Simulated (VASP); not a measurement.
A run of VASP 6.6.1 is set up as follows.

INCAR

```
SYSTEM = C
PREC     = Accurate       ! precision mode
ENCUT    = 520            ! plane-wave cutoff, eV
EDIFF    = 1E-7           ! SCF threshold, eV
ISMEAR   = 0              ! smearing method
SIGMA    = 0.05           ! smearing width, eV
LREAL    = .False.        ! projectors in reciprocal space
LASPH    = .True.         ! aspherical terms in the spheres
NELM     = 100            ! most SCF steps
ALGO     = Normal         ! electronic algorithm
ISIF     = 2              ! what is computed and relaxed
LWAVE    = .False.        ! write WAVECAR
LCHARG   = .False.        ! write CHGCAR
GGA      = PE             ! functional
NBANDS   = 26             ! bands
```

The input KPOINTS:

```
regular mesh
0
Gamma
  12 12 4
  0 0 0
```

The input POSCAR:

```
C
1.0
    2.5810158241      0.0000000000      0.0000000000
   -1.2905079120      2.2352252712      0.0000000000
    0.0000000000      0.0000000000      8.5123092337
C
8
Direct
    0.0000000000      0.0000000000      0.0929732494
    0.0000000000      0.0000000000      0.5929732494
    0.0000000000      0.0000000000      0.4070267506
    0.0000000000      0.0000000000      0.9070267506
    0.3333333333      0.6666666667      0.1555299995
    0.6666666667      0.3333333333      0.6555299995
    0.3333333333      0.6666666667      0.3444700005
    0.6666666667      0.3333333333      0.8444700005
```

Potentials or basis: VASP PAW PBE potentials, release 64 (C).

Launch:

```console
$ cat potpaw_PBE.64/C/POTCAR > POTCAR
$ mpirun -np 1 vasp_std > vasp.out
```

(1) What does it give for the band gap on the k mesh?

(2) Predict the pressure.

(3) What does it give for the largest force?

Results:

(1) 4.35 eV, indirect (least direct gap 5.13 eV).

(2) -27.6 GPa.

(3) 0.054 eV/Å.
